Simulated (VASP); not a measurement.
# Au in VASP: notebook

The runs below take Au through single point, with LDA.

All numbers are computed with VASP 6.6.1; they aren't measurements. Logs are shortened: lines on timing, memory, paths and dates and some standing lists are left out, and cuts for length are marked.

## (1) The cell of the first run

The cell holds a slab with vacuum, 5 atoms: a = 2.863 Å, b = 4.048 Å, c = 21.725 Å, α = 90.00°, β = 90.00°, γ = 90.00°.

## (2) Single point, LDA

INCAR

```
SYSTEM = Au
ALGO = Normal
DIPOL = 0.5 0.5 0.500
EDIFF = 1E-6
EFIELD = -0.3
ENCUT = 520
IDIPOL = 3
ISIF = 2
ISMEAR = -1
LASPH = .TRUE.
LCHARG = .FALSE.
LDIPOL = .TRUE.
LREAL = .FALSE.
LWAVE = .FALSE.
NBANDS = 36
NELM = 60
PREC = Accurate
SIGMA = 0.05
```

KPOINTS

```
k-points
0
G
  13 9 1
  0 0 0
```

POSCAR

```
Au
1.0
    2.8626073067      0.0000000000      0.0000000000
    0.0000000000      4.0483380768      0.0000000000
    0.0000000000      0.0000000000     21.7252000000
Au
5
Direct
    0.0000000000      0.0000000000      0.3729601991
    0.5000000000      0.5000000000      0.4311897701
    0.0000000000      0.0000000000      0.5000000000
    0.5000000000      0.5000000000      0.5688102306
    0.0000000000      0.0000000000      0.6270398003
```

Potentials or basis: VASP PAW LDA potentials, release 64 (Au).

Run with:

```console
$ cat potpaw_LDA.64/Au/POTCAR > POTCAR
$ mpirun -np 1 vasp_std > vasp.out
```

OUTCAR:

```text
SYSTEM = Au
   EDIFF = 1E-6
   ENCUT = 520
   ISIF = 2
   ISMEAR = -1
   LASPH = .TRUE.
   LREAL = .FALSE.
   NELM = 60
   PREC = Accurate

 ion  position               nearest neighbor table
   1  0.000  0.000  0.373-   3 2.76   2 2.78   2 2.78   2 2.78   2 2.78
   2  0.500  0.500  0.431-   1 2.78   1 2.78   1 2.78   1 2.78   3 2.89   3 2.89   3 2.89   3 2.89
                             4 2.99
   3  0.000  0.000  0.500-   5 2.76   1 2.76   2 2.89   2 2.89   2 2.89   2 2.89   4 2.89   4 2.89
                             4 2.89   4 2.89
   4  0.500  0.500  0.569-   5 2.78   5 2.78   5 2.78   5 2.78   3 2.89   3 2.89   3 2.89   3 2.89
                             2 2.99
   5  0.000  0.000  0.627-   3 2.76   4 2.78   4 2.78   4 2.78   4 2.78

  LATTYP: Found a simple orthorhombic cell.
 ALAT       =     2.8626073067
 B/A-ratio  =     1.4142135623
 C/A-ratio  =     7.5893050189

  Lattice vectors:

 A1 = (   2.8626073067,   0.0000000000,   0.0000000000)
 A2 = (   0.0000000000,   4.0483380768,   0.0000000000)
 A3 = (   0.0000000000,   0.0000000000,  21.7252000000)

Analysis of symmetry for initial positions (statically):
=====================================================================
 Subroutine PRICEL returns:
 Original cell was already a primitive cell.

 Routine SETGRP: Setting up the symmetry group for a
 simple orthorhombic supercell.

 Subroutine GETGRP returns: Found  8 space group operations
 (whereof  8 operations were pure point group operations)
 out of a pool of  8 trial point group operations.

The static configuration has the point symmetry D_2h.

Analysis of symmetry for dynamics (positions and initial velocities):
=====================================================================
 An external electric field (EFIELD) may reduce the allowed symmetry operations
 Subroutine PRICEL returns:
 Original cell was already a primitive cell.

 Routine SETGRP: Setting up the symmetry group for a
 simple orthorhombic supercell.

 Subroutine GETGRP returns: Found  4 space group operations
 (whereof  4 operations were pure point group operations)
 out of a pool of  8 trial point group operations.

The dynamic configuration has the point symmetry C_2v.

 Subroutine INISYM returns: Found  4 space group operations
 (whereof  4 operations are pure point group operations),
 and found     1 'primitive' translations

----------------------------------------------------------------------------------------

                                     Primitive cell

  volume of cell :     251.7690

  direct lattice vectors                    reciprocal lattice vectors
     2.862607307  0.000000000  0.000000000     0.349331883  0.000000000  0.000000000
     0.000000000  4.048338077  0.000000000     0.000000000  0.247014943  0.000000000
     0.000000000  0.000000000 21.725200000     0.000000000  0.000000000  0.046029496

  length of vectors
     2.862607307  4.048338077 21.725200000     0.349331883  0.247014943  0.046029496

  position of ions in fractional coordinates (direct lattice)
     0.000000000  0.000000000  0.372960199
     0.500000000  0.500000000  0.431189770
     0.000000000  0.000000000  0.500000000
     0.500000000  0.500000000  0.568810231
     0.000000000  0.000000000  0.627039800

  ion indices of the primitive-cell ions
   primitive index   ion index
                 1           1
                 2           2
                 3           3
                 4           4
                 5           5

----------------------------------------------------------------------------------------

 KPOINTS: k-points

Automatic generation of k-mesh.
 Grid dimensions read from file:
 generate k-points for:   13    9    1

 Generating k-lattice:

  Cartesian coordinates                     Fractional coordinates (reciprocal lattice)
     0.026871683  0.000000000  0.000000000     0.076923077  0.000000000  0.000000000
     0.000000000  0.027446105  0.000000000     0.000000000  0.111111111  0.000000000
     0.000000000  0.000000000  0.046029496     0.000000000  0.000000000  1.000000000

  Length of vectors
     0.026871683  0.027446105  0.046029496

  Shift w.r.t. Gamma in fractional coordinates (k-lattice)
     0.000000000  0.000000000  0.000000000

 Subroutine IBZKPT returns following result:
 ===========================================

 Found     35 irreducible k-points:

 Following reciprocal coordinates:
            Coordinates               Weight
  0.000000  0.000000  0.000000      1.000000
  0.076923  0.000000  0.000000      2.000000
  0.153846  0.000000  0.000000      2.000000
  0.230769  0.000000  0.000000      2.000000
  0.307692  0.000000  0.000000      2.000000
  0.384615  0.000000  0.000000      2.000000
[... 16 lines left out ...]
  0.076923  0.333333  0.000000      4.000000
  0.153846  0.333333  0.000000      4.000000
 [... further k-points ...]
   k-points           NKPTS =     35   k-points in BZ     NKDIM =     35   number of bands    NBANDS=     36
   number of dos      NEDOS =    301   number of ions     NIONS =      5
   total plane-waves  NPLWV = 116640
   dimension x,y,z NGX =    24 NGY =   30 NGZ =  162
   dimension x,y,z NGXF=    48 NGYF=   60 NGZF=  324
   ions per type =               5
   NGX,Y,Z   is equivalent  to a cutoff of  13.94, 12.32, 12.40 a.u.
   NGXF,Y,Z  is equivalent  to a cutoff of  27.88, 24.64, 24.79 a.u.
 SYSTEM =  Au
   PREC   = accura    normal or accurate (medium, high low for compatibility)
   ISTART =      0    job   : 0-new  1-cont  2-samecut
   ICHARG =      2    charge: 1-file 2-atom 10-const
   ISPIN  =      1    spin polarized calculation?
   LNONCOLLINEAR =      F non collinear calculations
   LSORBIT =      F    spin-orbit coupling
   LASPH  =      T    aspherical Exc in radial PAW
   ENCUT  =  520.0 eV  38.22 Ry    6.18 a.u.   5.32  7.53 40.39*2*pi/ulx,y,z
   NELM   =     60;   NELMIN=  2; NELMDL= -5     # of ELM steps
   EDIFF  = 0.1E-05   stopping-criterion for ELM
   LREAL  =      F    real-space projection
   EDIFFG = 0.1E-04   stopping-criterion for IOM
   NSW    =      0    number of steps for IOM
   IBRION =     -1    ionic relax: 0-MD 1-quasi-New 2-CG
   NFREE  =      0    steps in history (QN), initial steepest desc. (CG)
   ISIF   =      2    stress and relaxation
   ISYM   =      2    0-nonsym 1-usesym 2-fastsym
   POTIM  = 0.5000    time-step for ionic-motion
   TEBEG  =    0.0;   TEEND  =   0.0 temperature during run
   PSTRESS=    0.0 pullay stress
   NELECT =      55.0000    total number of electrons
   NUPDOWN=      -1.0000    fix difference up-down
   EMIN   =  10.00;   EMAX   =-10.00  energy-range for DOS
   EFERMI =   0.00;   METHOD = LEGACY
   ISMEAR =    -1;   SIGMA  =   0.05  broadening in eV -4-tet -1-fermi 0-gaus
   EFERMI_NEDOS =   21; number of points for ismear=-14 and -15
   IALGO  =     38    algorithm
   IMIX   =      4    mixing-type and parameters
     AMIX     =   0.40;   BMIX     =  1.00
     AMIX_MAG =   1.60;   BMIX_MAG =  1.00
  volume/ion in A,a.u.               =      50.35       339.80
  Fermi-wavevector in a.u.,A,eV,Ry     =   0.985965  1.863204 13.226598  0.972128
  Thomas-Fermi vector in A             =   2.117311
   LORBIT       =      0    0 simple, 1 ext, 2 COOP (PROOUT), +10 PAW based schemes
   GGA     = CA    functional components
   LHFCALC =     F    Hartree Fock is set to
   AEXX    =    0.0000 exact exchange contribution
   IVDW    =     0    specifies the selected vdW correction
   LEPSILON=     F    determine dielectric tensor
   LRPA    =     F    only Hartree local field effects (RPA)
 non-spin polarized calculation
  energy-cutoff  :      520.00
  volume of cell :      251.77
 maximum number of plane-waves:      6821
 NGX is ok and might be reduce to    24
   NGX = 11   NGY = 15   NGZ = 81

 dipolmoment           0.000000      0.000000      0.159645 electrons x Angstroem

 number of electron      55.0000004 magnetization

 dipolmoment           0.000000      0.000000     -0.157286 electrons x Angstroem

 Free energy of the ion-electron system (eV)
  ---------------------------------------------------
  ext. energy  EPLUGINS =         0.00000000
  ---------------------------------------------------
  free energy    TOTEN  =       -20.20615661 eV

  energy without entropy =      -20.18981576  energy(sigma->0) =      -20.19798618

 E-fermi :  -0.4151     XC(G=0):  -5.2162

 val. band max:       -0.4349604779   @ k =   0.3077   0.4444   0.0000
 cond. band min:      -0.3883472304   @ k =   0.3846   0.3333   0.0000
 fundamental gap:      0.0466132475
 Fermi energy:        -0.4150915227

 k-point     1 :       0.0000    0.0000    0.0000
  band No.  band energies     occupation
      1      -9.7534      2.00000
      2      -8.0866      2.00000
      3      -7.2484      2.00000
      4      -6.8207      2.00000
      5      -6.6559      2.00000
      6      -6.0988      2.00000
[... 28 lines left out ...]
     35       5.6284      0.00000
     36       6.5536      0.00000

 k-point     2 :       0.0769    0.0000    0.0000
  band No.  band energies     occupation
      1      -9.6147      2.00000
      2      -7.9641      2.00000
      3      -7.1312      2.00000
      4      -6.7548      2.00000
      5      -6.5330      2.00000
      6      -5.9459      2.00000
[... 28 lines left out ...]
     35       5.6216      0.00000
     36       6.6400      0.00000

 k-point     3 :       0.1538    0.0000    0.0000
  band No.  band energies     occupation
      1      -9.2158      2.00000
      2      -7.6528      2.00000
      3      -6.8418      2.00000
      4      -6.5515      2.00000
      5      -6.2301      2.00000
      6      -6.0261      2.00000
[... 28 lines left out ...]
     35       5.7252      0.00000
     36       6.8386      0.00000
[... 742 lines left out ...]
 k-point    23 :       0.0769    0.3333    0.0000
  band No.  band energies     occupation
      1      -8.5098      2.00000
      2      -7.6955      2.00000
      3      -7.0526      2.00000
      4      -6.7777      2.00000
      5      -6.5432      2.00000
      6      -6.2072      2.00000
[... 28 lines left out ...]
     35       6.1167      0.00000
     36       6.3468      0.00000

 k-point    24 :       0.1538    0.3333    0.0000
  band No.  band energies     occupation
      1      -8.1741      2.00000
      2      -7.3391      2.00000
      3      -6.6993      2.00000
      4      -6.4676      2.00000
      5      -6.1744      2.00000
      6      -6.1265      2.00000
[... 28 lines left out ...]
     35       6.3446      0.00000
     36       6.6686      0.00000

 [... further k-points ...]

------------------------ aborting loop because EDIFF is reached ----------------------------------------

 vacuum level on the upper side and lower side of the slab       (xc-potential included)         1.757        -2.183

  FORCE on cell =-STRESS in cart. coord.  units (eV):
  Direction    XX          YY          ZZ          XY          YZ          ZX
  --------------------------------------------------------------------------------------
  -------------------------------------------------------------------------------------
  Total       -3.8269260     -1.9321581      0.1276305      0.0000000      0.0000000      0.0000000
  in kB      -24.3533279    -12.2956334      0.8121998      0.0000000      0.0000000      0.0000000
  external PRESSURE =     -11.9455872 kB  Pullay stress =       0.0000000 kB

 VOLUME and BASIS-vectors are now :
 -----------------------------------------------------------------------------
  energy-cutoff  :      520.00
  volume of cell :      251.77
      direct lattice vectors                 reciprocal lattice vectors
     2.862607307  0.000000000  0.000000000     0.349331883  0.000000000  0.000000000
     0.000000000  4.048338077  0.000000000     0.000000000  0.247014943  0.000000000
     0.000000000  0.000000000 21.725200000     0.000000000  0.000000000  0.046029496

 POSITION                                       TOTAL-FORCE (eV/Angst)
 -----------------------------------------------------------------------------------
      0.00000      0.00000      8.10263         0.000000      0.000000     -0.050002
      1.43130      2.02417      9.36768         0.000000      0.000000     -0.000354
      0.00000      0.00000     10.86260         0.000000      0.000000      0.018915
      1.43130      2.02417     12.35752         0.000000      0.000000     -0.007959
      0.00000      0.00000     13.62257         0.000000      0.000000      0.039400
 -----------------------------------------------------------------------------------
    total drift:                                0.000000      0.000000     -0.000092

  FREE ENERGIE OF THE ION-ELECTRON SYSTEM (eV)
  ---------------------------------------------------
  free  energy   TOTEN  =       -20.2061566107 eV

  energy  without entropy=      -20.1898157553  energy(sigma->0) =      -20.19798618

 vacuum level on the upper side and lower side of the slab         6.656         2.766
```

Wall time 5.2 min (1 thread of Intel Xeon Platinum 8488C (Sapphire Rapids), shared host); peak memory 0.41 GiB.

What came out:

| Property | Result |
| --- | --- |
| Free energy | -20.2062 eV |
| Largest force | 0.050 eV/Å |
| Band gap on the k mesh | zero (an odd number of electrons rules out a gap without spin polarisation) |

Forces on the atoms (eV/Å):
```
Au   0.000  0.000 -0.050
Au   0.000  0.000  0.000
Au   0.000  0.000  0.019
Au   0.000  0.000 -0.008
Au   0.000  0.000  0.039
```

Levels at points of the mesh, in eV from the Fermi level:
```csv
k point,band 24,band 25,band 26,band 27,band 28,band 29,band 30,band 31,band 32,band 33
"(0.00, 0.00, 0.00)",-2.16,-1.99,-1.76,-1.47,-1.22,0.66,2.45,3.65,4.45,5.40
```

Caveat: spin-orbit coupling is left out, which moves the levels of the heavy elements.

## (3) Single point, LDA

INCAR

```
SYSTEM = Au
PREC = Accurate ; ENCUT = 520
EDIFF = 1E-7 ; ISMEAR = -1
SIGMA = 0.05 ; LREAL = .FALSE.
LASPH = .TRUE. ; NELM = 100
ALGO = Normal ; ISIF = 2
LWAVE = .FALSE. ; LCHARG = .TRUE.
LDIPOL = .TRUE. ; IDIPOL = 3
DIPOL = 0.5 0.5 0.500 ; LELF = .TRUE.
LVHAR = .TRUE. ; LVACPOTAV = .TRUE.
NBANDS = 36
```

KPOINTS

```
Automatic mesh
0
G
  13 9 1
  0 0 0
```

POSCAR

```
Au
1.0
    2.8626073067      0.0000000000      0.0000000000
    0.0000000000      4.0483380768      0.0000000000
    0.0000000000      0.0000000000     21.7252000000
Au
5
Direct
    0.0000000000      0.0000000000      0.3682356294
    0.5000000000      0.5000000000      0.4341178145
    0.0000000000      0.0000000000      0.5000000000
    0.5000000000      0.5000000000      0.5658821855
    0.0000000000      0.0000000000      0.6317643706
```

Potentials or basis: VASP PAW LDA potentials, release 64 (Au).

Run with:

```console
$ cat potpaw_LDA.64/Au/POTCAR > POTCAR
$ mpirun -np 1 vasp_std > vasp.out
```

Run time: 4.4 min. Hardware: 1 thread of AMD EPYC 9R45 (Zen 5), shared host; peak memory 0.37 GiB.

It converged, with:

- Free energy: -20.0951 eV
- Largest force: 0.565 eV/Å
- Band gap on the k mesh: zero (an odd number of electrons rules out a gap without spin polarisation)

Forces in eV/Å, atoms in the order of the input:
```
Au   0.000  0.000  0.536
Au   0.000  0.000 -0.565
Au   0.000  0.000  0.000
Au   0.000  0.000  0.565
Au   0.000  0.000 -0.536
```

Levels at points of the mesh, in eV from the Fermi level:
```tsv
k point	band 24	band 25	band 26	band 27	band 28	band 29	band 30	band 31	band 32	band 33
(0.00, 0.00, 0.00)	-2.03	-1.93	-1.89	-1.54	-1.36	0.63	2.53	3.32	5.09	5.32
```

Caveat: spin-orbit coupling is left out, which moves the levels of the heavy elements.

## (4) Single point, LDA

INCAR

```
SYSTEM = Au
PREC = Accurate
ENCUT = 520
EDIFF = 1E-7
ISMEAR = -1
SIGMA = 0.05
LREAL = .FALSE.
LASPH = .TRUE.
NELM = 60
ALGO = Normal
ISIF = 2
LWAVE = .FALSE.
LCHARG = .FALSE.
LDIPOL = .TRUE.
IDIPOL = 3
DIPOL = 0.5 0.5 0.500
GGA = CA
NBANDS = 36
```

KPOINTS is that of step 3.

POSCAR is that of step 3.

Run with:

```console
$ cat potpaw_LDA.64/Au/POTCAR > POTCAR
$ mpirun -np 1 vasp_std > vasp.out
```

Wall time 4.4 min (1 thread of AMD EPYC 9R45 (Zen 5), shared host); peak memory 0.37 GiB.

It converged, with:

* Free energy: -20.0951 eV
* Largest force: 0.565 eV/Å
* Band gap on the k mesh: zero (an odd number of electrons rules out a gap without spin polarisation)

Forces on the atoms (eV/Å):
```
Au   0.000  0.000  0.536
Au   0.000  0.000 -0.565
Au   0.000  0.000  0.000
Au   0.000  0.000  0.565
Au   0.000  0.000 -0.536
```

Levels at points of the mesh, in eV from the Fermi level:
```tsv
k point	band 25	band 26	band 27	band 28	band 29	band 30	band 31	band 32
(0.00, 0.00, 0.00)	-1.93	-1.89	-1.54	-1.36	0.63	2.53	3.32	5.09
```

Caveat: spin-orbit coupling is left out, which moves the levels of the heavy elements.

The gap in the log of VASP goes by the Fermi energy; the results here count the filled bands.